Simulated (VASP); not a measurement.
**Ga16N15 (a cell with a defect): single point with PBE**

The system is Ga16N15 (a cell with a defect).

```
CELL_PARAMETERS angstrom
-4.26826 4.26826 -4.26826
4.26826 4.26826 4.26826
4.26826 -4.26826 -4.26826
ATOMIC_POSITIONS crystal
Ga 0.27488 0.77488 0.04975
Ga 0.99368 0.00048 0.99416
Ga 0.48594 0.74593 0.75000
Ga 0.74245 0.24245 0.98491
Ga 0.24593 0.98594 0.75000
Ga 0.50048 0.49368 0.99416
Ga 0.00407 0.26406 0.75000
Ga 0.74952 0.75632 0.50584
Ga 0.50755 0.00755 0.51509
Ga 0.76406 0.50407 0.75000
Ga 0.99755 0.75245 0.25000
Ga 0.25632 0.24952 0.50584
Ga 0.97512 0.47512 0.45025
Ga 0.75245 0.99755 0.25000
Ga 0.49755 0.25245 0.25000
Ga 0.25245 0.49755 0.25000
N 0.12500 0.62500 0.75000
N 0.50089 0.50089 0.50178
N 0.75236 0.99764 0.75000
N 0.26354 0.76354 0.49197
N 0.49764 0.25236 0.75000
N 0.00089 0.00089 0.50178
N 0.75194 0.51465 0.26658
N 0.49806 0.73535 0.23342
N 0.72843 0.22843 0.49197
N 0.98646 0.48646 0.00803
N 0.23535 0.99806 0.23342
N 0.01465 0.25194 0.26658
N 0.74911 0.74911 0.99822
N 0.52157 0.02157 0.00803
N 0.24911 0.24911 0.99822
```

This cell differs from its parent crystal: atoms taken out, then relaxed in part.

* Program: VASP 6.6.1
* Task: single point
* Functional: PBE
* Potentials or basis: VASP PAW PBE potentials, release 64 (Ga_d, N)
* Cutoff: 520 eV
* k mesh: 4 × 4 × 4
* Occupations: gaussian, width 0.05 eV
* Spin: no spin polarisation

The pressure is 8.7 GPa and the largest force is 0.047 eV/Å. The band gap on the k mesh is zero (an odd number of electrons rules out a gap without spin polarisation).

Forces in eV/Å, atoms in the order of the input:
```
Ga  -0.033  0.000  0.033
Ga  -0.016  0.000  0.007
Ga  -0.004 -0.022 -0.004
Ga   0.003  0.000 -0.003
Ga   0.004 -0.022  0.004
Ga  -0.007  0.000  0.016
Ga  -0.004  0.022 -0.004
Ga   0.007  0.000 -0.016
Ga  -0.003  0.000  0.003
Ga   0.004  0.022  0.004
Ga   0.002  0.000  0.002
Ga   0.016  0.000 -0.007
Ga   0.033  0.000 -0.033
Ga  -0.002  0.000 -0.002
Ga   0.002  0.000  0.002
Ga  -0.002  0.000 -0.002
N    0.000  0.000  0.000
N    0.002  0.000 -0.002
N   -0.008  0.000 -0.008
N   -0.003 -0.001  0.003
N    0.008  0.000  0.008
N    0.002  0.000 -0.002
N   -0.006  0.000 -0.011
N    0.006  0.000  0.011
N   -0.003  0.001  0.003
N    0.003  0.001 -0.003
N   -0.011  0.000 -0.006
N    0.011  0.000  0.006
N   -0.002  0.000  0.002
N    0.003 -0.001 -0.003
N   -0.002  0.000  0.002
```

Stress tensor (GPa, compression positive):
```
 8.71  0.00 -1.09
 0.00  8.73  0.00
-1.09  0.00  8.71
```

Levels at points of the mesh, in eV from the Fermi level:
| k point | band 137 | band 138 | band 139 | band 140 | band 141 | band 142 | band 143 | band 144 | band 145 | band 146 |
| --- | --- | --- | --- | --- | --- | --- | --- | --- | --- | --- |
| (0.00, 0.00, 0.00) | -2.15 | -2.14 | -2.13 | -1.80 | -1.78 | -0.97 | -0.76 | 0.36 | 1.38 | 1.43 |
| (0.50, 0.00, 0.00) | -2.55 | -2.49 | -2.10 | -1.88 | -0.45 | 0.10 | 0.15 | 1.13 | 1.23 | 1.32 |
| (0.00, 0.00, 0.50) | -2.75 | -2.23 | -2.05 | -2.04 | -1.01 | 0.31 | 0.70 | 0.83 | 1.07 | 1.21 |
| (0.50, 0.50, 0.00) | -2.68 | -2.62 | -1.99 | -1.90 | -0.68 | 0.07 | 0.46 | 1.10 | 1.39 | 1.41 |
| (0.50, 0.50, 0.50) | -1.99 | -1.94 | -1.94 | -1.86 | -0.47 | 0.48 | 0.56 | 1.43 | 1.47 | 2.07 |

Wall time 92 min on 1 thread of Oxide Virtual Turin-like Processor, with other jobs on the host, peak memory 0.76 GiB.

Caveat: the cell differs from its parent crystal (atoms taken out, then relaxed in part).
